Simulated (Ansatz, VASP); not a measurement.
# ZrPbO4: VASP beside Ansatz

```xyz
6
Lattice="3.7134 0.0000 0.0000 0.0000 3.7134 0.0000 0.0000 0.0000 5.2759" Properties=species:S:1:pos:R:3 pbc="T T T"
Zr    1.8567    1.8567    2.6380
Pb    0.0000    0.0000    0.0000
O     1.8567    0.0000    3.9006
O     0.0000    1.8567    1.3753
O     1.8567    0.0000    1.3753
O     0.0000    1.8567    3.9006
```

Change from the starting cell: species swapped into the CePrO4 type (P4/mmm, No. 123).

Alike in both runs: task relaxation of cell and atoms; functional PBE; k mesh 10 × 10 × 8; occupations gaussian, width 0.1 eV; no spin polarisation.

```csv
,VASP,Ansatz
version,VASP 6.6.1,Ansatz 0.2.0
potentials or method,"VASP PAW PBE potentials, release 64 (Zr_sv, Pb_d, O), cutoff 600 eV","scalar-relativistic, plane waves, PAW"
valence electrons in the cell,50,50
```

VASP gave:

```
gap on the k mesh at the Fermi level, each at its own relaxed structure (eV) : none
relaxed volume (Å³/atom)                                                     : 12.14
relaxed cell length with the largest relative difference (Å)                 : 3.716
```

Task: Which values does Ansatz return?

Result: gap on the k mesh at the Fermi level, each at its own relaxed structure (eV): none; relaxed volume (Å³/atom): 12.13; relaxed cell length with the largest relative difference (Å): 3.715.

A gap of «none» marks a metal or a gap that the smearing closes.

Neither program's run includes spin-orbit coupling.
